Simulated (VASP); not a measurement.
Wanted: the native input for a VASP 6.6.1 run.

* Task: single point
* Functional: PBE
* Potentials or basis: VASP PAW PBE potentials, release 64 (Zn, S)
* Cutoff: 500 eV
* k mesh: 12 × 12 × 6
* Occupations: gaussian, width 0.02 eV
* Spin: no spin polarisation
* Dipole correction: no
* Further INCAR settings: ALGO = Normal; EDIFF = 1e-06; NBANDS = 26

The structure of ZnS lies in POSCAR:

```
ZnS
1.0
    3.8110000000      0.0000000000      0.0000000000
   -1.9055000000      3.3004228138      0.0000000000
    0.0000000000      0.0000000000      6.2340000000
Zn S
2 2
Direct
    0.3333333333      0.6666666667      0.0050471336
    0.6666666667      0.3333333333      0.5050471336
    0.3333333333      0.6666666667      0.3799528664
    0.6666666667      0.3333333333      0.8799528664
```

The input as run:

INCAR

```
SYSTEM = ZnS
ALGO = Normal
EDIFF = 1E-6
ENCUT = 500
GGA = PE
GGA_COMPAT = .False.
ISIF = 2
ISMEAR = 0
LASPH = .True.
LCHARG = .True.
LELF = .True.
LREAL = .False.
LVHAR = .True.
LWAVE = .False.
NBANDS = 26
NELM = 120
PREC = Accurate
SIGMA = 0.02
```

KPOINTS

```
k-points
0
Gamma
  12 12 6
  0 0 0
```

Potentials or basis: VASP PAW PBE potentials, release 64 (Zn, S).

The run is started by

```console
$ cat potpaw_PBE.64/Zn/POTCAR potpaw_PBE.64/S/POTCAR > POTCAR
$ mpirun -np 1 vasp_std > vasp.out
```

It gave:

```
Pressure               : 2.3 GPa
Largest force          : 0.004 eV/Å
Band gap on the k mesh : 2.22 eV
```

It took 93 s on 1 thread of Intel(R) Xeon(R) Platinum 8259CL CPU @ 2.50GHz (Skylake/Cascade Lake), with other jobs on the host, peak memory 0.26 GiB.
